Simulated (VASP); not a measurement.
# NaCl (Imm2) in VASP: further runs

The runs below take NaCl through single point, with PBEsol.

Everything below comes from runs of VASP 6.6.1. Logs are shortened: lines on timing, memory, paths and dates and some standing lists are left out, and cuts for length are marked.

### 1 The cell of the first run

Symmetry: Imm2, No. 44, orthorhombic system. The conventional cell has a = 4.005 Å, b = 5.663 Å, c = 4.005 Å, α = 90.00°, β = 90.00°, γ = 90.00°. Within 3.7 Å of Na (site symmetry mm2) lie 6 Cl at 2.78 to 2.89 Å. Cl (site symmetry mm2) has 6 Na at 2.78 to 2.89 Å within 3.7 Å.

### 2 Single point, PBEsol (all Cl atoms moved +0.075 Å, as atom 2 along Cartesian [1 -1 0])

INCAR reads:

```
PREC = Accurate
ENCUT = 520
EDIFF = 1E-6
ISMEAR = 0
SIGMA = 0.05
LREAL = F
LASPH = T
NELM = 100
ALGO = Normal
ISIF = 2
LWAVE = F
LCHARG = F
GGA = PS
NBANDS = 14
```

KPOINTS reads:

```
regular mesh
0
Gamma
  8 8 8
```

POSCAR reads:

```
NaCl
1.0
    0.0000000000      2.8317500000      2.8317500000
    2.8317500000      0.0000000000      2.8317500000
    2.8317500000      2.8317500000      0.0000000000
Na Cl
1 1
Direct
    0.0000000000      0.0000000000      0.0000000000
    0.4812720019      0.5187279981      0.5000000000
```

Potentials or basis: VASP PAW PBE potentials, release 64 (Na_pv, Cl).

Launch:

```console
$ cat potpaw_PBE.64/Na_pv/POTCAR potpaw_PBE.64/Cl/POTCAR > POTCAR
$ mpirun -np 1 vasp_std > vasp.out
```

OUTCAR:

```text
PREC = Accurate
   ENCUT = 520
   EDIFF = 1E-6
   ISMEAR = 0
   LREAL = F
   LASPH = T
   NELM = 100
   ISIF = 2
   GGA = PS

 ion  position               nearest neighbor table
   1  0.000  0.000  0.000-
   2  0.481  0.519  0.500-

  LATTYP: Found a face centered cubic cell.
 ALAT       =     5.6635000000

  Lattice vectors:

 A1 = (   0.0000000000,   2.8317500000,   2.8317500000)
 A2 = (   2.8317500000,   0.0000000000,   2.8317500000)
 A3 = (   2.8317500000,   2.8317500000,   0.0000000000)

Analysis of symmetry for initial positions (statically):
=====================================================================
 Subroutine PRICEL returns:
 Original cell was already a primitive cell.

 Routine SETGRP: Setting up the symmetry group for a
 face centered cubic supercell.

 Subroutine GETGRP returns: Found  4 space group operations
 (whereof  4 operations were pure point group operations)
 out of a pool of 48 trial point group operations.

The static configuration has the point symmetry C_2v.

Analysis of symmetry for dynamics (positions and initial velocities):
=====================================================================
 Subroutine PRICEL returns:
 Original cell was already a primitive cell.

 Routine SETGRP: Setting up the symmetry group for a
 face centered cubic supercell.

 Subroutine GETGRP returns: Found  4 space group operations
 (whereof  4 operations were pure point group operations)
 out of a pool of 48 trial point group operations.

The dynamic configuration has the point symmetry C_2v.

 Subroutine INISYM returns: Found  4 space group operations
 (whereof  4 operations are pure point group operations),
 and found     1 'primitive' translations

----------------------------------------------------------------------------------------

                                     Primitive cell

  volume of cell :      45.4145

  direct lattice vectors                    reciprocal lattice vectors
     0.000000000  2.831750000  2.831750000    -0.176569259  0.176569259  0.176569259
     2.831750000  0.000000000  2.831750000     0.176569259 -0.176569259  0.176569259
     2.831750000  2.831750000  0.000000000     0.176569259  0.176569259 -0.176569259

  length of vectors
     4.004699255  4.004699255  4.004699255     0.305826928  0.305826928  0.305826928

  position of ions in fractional coordinates (direct lattice)
     0.000000000  0.000000000  0.000000000
     0.481272002  0.518727998  0.500000000

  ion indices of the primitive-cell ions
   primitive index   ion index
                 1           1
                 2           2

----------------------------------------------------------------------------------------

 KPOINTS: regular mesh

Automatic generation of k-mesh.
 Grid dimensions read from file:
 generate k-points for:    8    8    8

 Generating k-lattice:

  Cartesian coordinates                     Fractional coordinates (reciprocal lattice)
    -0.022071157  0.022071157  0.022071157     0.125000000  0.000000000  0.000000000
     0.022071157 -0.022071157  0.022071157     0.000000000  0.125000000  0.000000000
     0.022071157  0.022071157 -0.022071157     0.000000000  0.000000000  0.125000000

  Length of vectors
     0.038228366  0.038228366  0.038228366

  Shift w.r.t. Gamma in fractional coordinates (k-lattice)
     0.000000000  0.000000000  0.000000000

 Subroutine IBZKPT returns following result:
 ===========================================

 Found     95 irreducible k-points:

 Following reciprocal coordinates:
            Coordinates               Weight
  0.000000  0.000000  0.000000      1.000000
  0.125000  0.000000  0.000000      4.000000
  0.000000  0.000000  0.125000      4.000000
  0.250000  0.000000  0.000000      4.000000
  0.000000  0.000000  0.250000      4.000000
  0.375000  0.000000  0.000000      4.000000
[... 16 lines left out ...]
  0.125000  0.125000 -0.375000      4.000000
 -0.375000  0.125000  0.000000      4.000000
 [... further k-points ...]
   k-points           NKPTS =     95   k-points in BZ     NKDIM =     95   number of bands    NBANDS=     14
   number of dos      NEDOS =    301   number of ions     NIONS =      2
   total plane-waves  NPLWV =  27000
   dimension x,y,z NGX =    30 NGY =   30 NGZ =   30
   dimension x,y,z NGXF=    60 NGYF=   60 NGZF=   60
   ions per type =               1   1
   NGX,Y,Z   is equivalent  to a cutoff of  12.45, 12.45, 12.45 a.u.
   NGXF,Y,Z  is equivalent  to a cutoff of  24.91, 24.91, 24.91 a.u.
 SYSTEM =  unknown system
   PREC   = accura    normal or accurate (medium, high low for compatibility)
   ISTART =      0    job   : 0-new  1-cont  2-samecut
   ICHARG =      2    charge: 1-file 2-atom 10-const
   ISPIN  =      1    spin polarized calculation?
   LNONCOLLINEAR =      F non collinear calculations
   LSORBIT =      F    spin-orbit coupling
   LASPH  =      T    aspherical Exc in radial PAW
   ENCUT  =  520.0 eV  38.22 Ry    6.18 a.u.   7.45  7.45  7.45*2*pi/ulx,y,z
   NELM   =    100;   NELMIN=  2; NELMDL= -5     # of ELM steps
   EDIFF  = 0.1E-05   stopping-criterion for ELM
   LREAL  =      F    real-space projection
   EDIFFG = 0.1E-04   stopping-criterion for IOM
   NSW    =      0    number of steps for IOM
   IBRION =     -1    ionic relax: 0-MD 1-quasi-New 2-CG
   NFREE  =      0    steps in history (QN), initial steepest desc. (CG)
   ISIF   =      2    stress and relaxation
   ISYM   =      2    0-nonsym 1-usesym 2-fastsym
   POTIM  = 0.5000    time-step for ionic-motion
   TEBEG  =    0.0;   TEEND  =   0.0 temperature during run
   PSTRESS=    0.0 pullay stress
   NELECT =      14.0000    total number of electrons
   NUPDOWN=      -1.0000    fix difference up-down
   EMIN   =  10.00;   EMAX   =-10.00  energy-range for DOS
   EFERMI =   0.00;   METHOD = LEGACY
   ISMEAR =     0;   SIGMA  =   0.05  broadening in eV -4-tet -1-fermi 0-gaus
   EFERMI_NEDOS =   21; number of points for ismear=-14 and -15
   IALGO  =     38    algorithm
   IMIX   =      4    mixing-type and parameters
     AMIX     =   0.40;   BMIX     =  1.00
     AMIX_MAG =   1.60;   BMIX_MAG =  1.00
  volume/ion in A,a.u.               =      22.71       153.24
  Fermi-wavevector in a.u.,A,eV,Ry     =   1.105909  2.089864 16.640388  1.223034
  Thomas-Fermi vector in A             =   2.242402
   LORBIT       =      0    0 simple, 1 ext, 2 COOP (PROOUT), +10 PAW based schemes
   GGA     = PS    functional components
   LHFCALC =     F    Hartree Fock is set to
   AEXX    =    0.0000 exact exchange contribution
   IVDW    =     0    specifies the selected vdW correction
   LEPSILON=     F    determine dielectric tensor
   LRPA    =     F    only Hartree local field effects (RPA)
 non-spin polarized calculation
 Gauss-broadening in eV      SIGMA  =   0.05
  energy-cutoff  :      520.00
  volume of cell :       45.41
 maximum number of plane-waves:      1243
 NGX is ok and might be reduce to    30
   NGX = 15   NGY = 15   NGZ = 15

 number of electron      13.9999993 magnetization

 Free energy of the ion-electron system (eV)
  ---------------------------------------------------
  ext. energy  EPLUGINS =         0.00000000
  ---------------------------------------------------
  free energy    TOTEN  =        -6.99171742 eV

  energy without entropy =       -6.99171742  energy(sigma->0) =       -6.99171742

 E-fermi :  -0.5455     XC(G=0):  -8.2774

 val. band max:       -0.8565462839   @ k =   0.0000   0.0000   0.0000
 cond. band min:       4.0308760142   @ k =   0.0000   0.0000   0.0000
 fundamental gap:      4.8874222981
 Fermi energy:        -0.5454823248

 k-point     1 :       0.0000    0.0000    0.0000
  band No.  band energies     occupation
      1     -21.5298      2.00000
      2     -21.5294      2.00000
      3     -21.5294      2.00000
      4     -13.4723      2.00000
      5      -0.8590      2.00000
      6      -0.8568      2.00000
      7      -0.8565      2.00000
      8       4.0309      0.00000
      9      10.1278      0.00000
     10      10.1311      0.00000
     11      10.1356      0.00000
     12      12.3371      0.00000
     13      12.3420      0.00000
     14      13.6831      0.00000

 k-point     2 :       0.1250    0.0000    0.0000
  band No.  band energies     occupation
      1     -21.5340      2.00000
      2     -21.5298      2.00000
      3     -21.5297      2.00000
      4     -13.4259      2.00000
      5      -1.2304      2.00000
      6      -0.8994      2.00000
      7      -0.8970      2.00000
      8       4.5299      0.00000
      9       9.5619      0.00000
     10      10.3180      0.00000
     11      10.3224      0.00000
     12      12.0593      0.00000
     13      12.0626      0.00000
     14      14.6258      0.00000

 k-point     3 :       0.0000    0.0000    0.1250
  band No.  band energies     occupation
      1     -21.5337      2.00000
      2     -21.5301      2.00000
      3     -21.5297      2.00000
      4     -13.4259      2.00000
      5      -1.2319      2.00000
      6      -0.8978      2.00000
      7      -0.8967      2.00000
      8       4.5296      0.00000
      9       9.5578      0.00000
     10      10.3199      0.00000
     11      10.3253      0.00000
     12      12.0583      0.00000
     13      12.0652      0.00000
     14      14.6218      0.00000
[... 324 lines left out ...]
 k-point    23 :       0.1250    0.1250   -0.3750
  band No.  band energies     occupation
      1     -21.5559      2.00000
      2     -21.5336      2.00000
      3     -21.5328      2.00000
      4     -13.1326      2.00000
      5      -2.6725      2.00000
      6      -1.3058      2.00000
      7      -1.1700      2.00000
      8       6.5833      0.00000
      9       9.0950      0.00000
     10       9.5503      0.00000
     11      10.3222      0.00000
     12      13.7936      0.00000
     13      15.0506      0.00000
     14      15.2787      0.00000

 k-point    24 :      -0.3750    0.1250    0.0000
  band No.  band energies     occupation
      1     -21.5549      2.00000
      2     -21.5343      2.00000
      3     -21.5315      2.00000
      4     -13.1485      2.00000
      5      -2.6023      2.00000
      6      -1.3351      2.00000
      7      -1.1217      2.00000
      8       6.5734      0.00000
      9       9.1179      0.00000
     10       9.5084      0.00000
     11      10.2898      0.00000
     12      13.4128      0.00000
     13      14.8694      0.00000
     14      15.0278      0.00000

 [... further k-points ...]
[... 5 lines left out ...]
  --------------------------------------------------------------------------------------
  -------------------------------------------------------------------------------------
  Total       -0.1926295     -0.1926295     -0.2216243      0.0057538      0.0000000      0.0000000
  in kB       -6.7957706     -6.7957706     -7.8186779      0.2029872      0.0000000      0.0000000
  external PRESSURE =      -7.1367397 kB  Pullay stress =       0.0000000 kB

 VOLUME and BASIS-vectors are now :
 -----------------------------------------------------------------------------
  energy-cutoff  :      520.00
  volume of cell :       45.41
      direct lattice vectors                 reciprocal lattice vectors
     0.000000000  2.831750000  2.831750000    -0.176569259  0.176569259  0.176569259
     2.831750000  0.000000000  2.831750000     0.176569259 -0.176569259  0.176569259
     2.831750000  2.831750000  0.000000000     0.176569259  0.176569259 -0.176569259

 POSITION                                       TOTAL-FORCE (eV/Angst)
 -----------------------------------------------------------------------------------
      0.00000      0.00000      0.00000         0.065086     -0.065086      0.000000
      2.88478      2.77872      2.83175        -0.065086      0.065086      0.000000
 -----------------------------------------------------------------------------------
    total drift:                                0.000234     -0.000234      0.000000

  FREE ENERGIE OF THE ION-ELECTRON SYSTEM (eV)
  ---------------------------------------------------
  free  energy   TOTEN  =        -6.9917174214 eV

  energy  without entropy=       -6.9917174214  energy(sigma->0) =       -6.99171742
```

Run time: 50 s. Hardware: 1 thread of AMD EPYC 7R43 (Zen 3), shared host; peak memory 0.16 GiB.

What came out:

- Free energy: -6.9917 eV
- Pressure: -0.7 GPa
- Largest force: 0.092 eV/Å
- Band gap on the k mesh: 4.89 eV, direct

Forces in eV/Å, atoms in the order of the input:
```
Na   0.065 -0.065  0.000
Cl  -0.065  0.065  0.000
```

Levels at points of the mesh, in eV from the valence-band top:
```csv
k point,band 5,band 6,band 7,band 8,band 9,band 10
"(0.00, 0.00, 0.00)",0.00,0.00,0.00,4.89,10.98,10.99
"(0.50, 0.00, 0.00)",-1.93,-0.26,-0.26,7.06,10.39,10.83
"(0.00, 0.00, 0.50)",-1.93,-0.26,-0.26,7.06,10.37,10.83
"(0.50, 0.50, 0.00)",-1.67,-0.60,-0.60,7.40,7.90,11.04
"(0.00, 0.50, 0.50)",-1.67,-0.60,-0.60,7.40,7.90,11.04
```

Caveat: the cell differs from its parent crystal (all Cl atoms moved +0.075 Å, as atom 2 along Cartesian [1 -1 0]); the PAW data sets were made with another functional, which shifts forces and pressure a little. A k mesh can miss the band edges.

[end of part 1 of 2]
